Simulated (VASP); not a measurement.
Input of a VASP 6.6.1 run:

INCAR

```
SYSTEM = NaCl
ALGO     = Normal         ! electronic algorithm
EDIFF    = 1E-6           ! SCF threshold, eV
ENCUT    = 520            ! plane-wave cutoff, eV
GGA      = CA             ! functional
ISIF     = 2              ! what is computed and relaxed
ISMEAR   = 0              ! smearing method
LASPH    = .True.         ! aspherical terms in the spheres
LCHARG   = .True.         ! write CHGCAR
LELF     = .True.         ! ELF
LREAL    = .False.        ! projectors in reciprocal space
LVHAR    = .True.       
LWAVE    = .False.        ! write WAVECAR
NBANDS   = 14             ! bands
NELM     = 80             ! most SCF steps
PREC     = Accurate       ! precision mode
SIGMA    = 0.01           ! smearing width, eV
```

File KPOINTS:

```
k-points
0
Gamma
  8 8 8
  0 0 0
```

File POSCAR:

```
NaCl
1.0
    0.0000000000      2.7321936073      2.7185326392
    2.7321936073      0.0000000000      2.7185326392
    2.7321936073      2.7321936073      0.0000000000
Na Cl
1 1
Direct
    0.0000000000      0.0000000000      0.0000000000
    0.5000000000      0.5000000000      0.5000000000
```

Potentials or basis: VASP PAW LDA potentials, release 64 (Na_pv, Cl).

Launch:

```console
$ cat potpaw_LDA.64/Na_pv/POTCAR potpaw_LDA.64/Cl/POTCAR > POTCAR
$ mpirun -np 1 vasp_std > vasp.out
```

**Question.** What does it give for the pressure?

**Answer.** 0.2 GPa.

**Question.** Predict the band gap on the k mesh.

**Answer.** 5.10 eV.

Stress tensor (GPa, compression positive):
```
0.10 0.00 0.00
0.00 0.10 0.00
0.00 0.00 0.40
```

Caveat: the cell differs from its parent crystal (z stretched by -0.5 %, x and y held).
